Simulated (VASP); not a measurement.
MgS: single point with PBEsol

Crystal: MgS.

```
Mg S
1.0
     0.00000    2.83088    2.83088
     2.83088    0.00000    2.83088
     2.83088    2.83088    0.00000
Mg S
1 1
Direct
  0.00000 0.00000 0.00000
  0.25000 0.25000 0.25000
```

```json
{
 "Program": "VASP 6.6.1",
 "Task": "single point",
 "Functional": "PBEsol",
 "Potentials or basis": "VASP PAW PBE potentials, release 64 (Mg, S)",
 "Cutoff": "600 eV",
 "k mesh": "3 × 3 × 3",
 "Occupations": "gaussian, width 0.01 eV",
 "Spin": "no spin polarisation",
 "Dipole correction": "no",
 "Further INCAR settings": "ALGO = Normal; EDIFF = 1e-06; NBANDS = 11"
}
```

| Property | Result |
| --- | --- |
| Pressure | 0.1 GPa |
| Band gap on the k mesh | 3.27 eV |

Levels at points of the mesh, in eV from the valence-band top:
| k point | band 1 | band 2 | band 3 | band 4 | band 5 | band 6 | band 7 | band 8 | band 9 |
| --- | --- | --- | --- | --- | --- | --- | --- | --- | --- |
| (0.00, 0.00, 0.00) | -11.27 | 0.00 | 0.00 | 0.00 | 3.27 | 7.83 | 7.83 | 7.83 | 10.75 |

It took 3.2 s on 1 thread of AMD EPYC 9R45 96-Core Processor (Zen 5), on a shared host, peak memory 0.14 GiB.

Caveat: the k points lie up to 0.64 Å⁻¹ apart; the PAW data sets were made with another functional, which shifts forces and pressure a little.
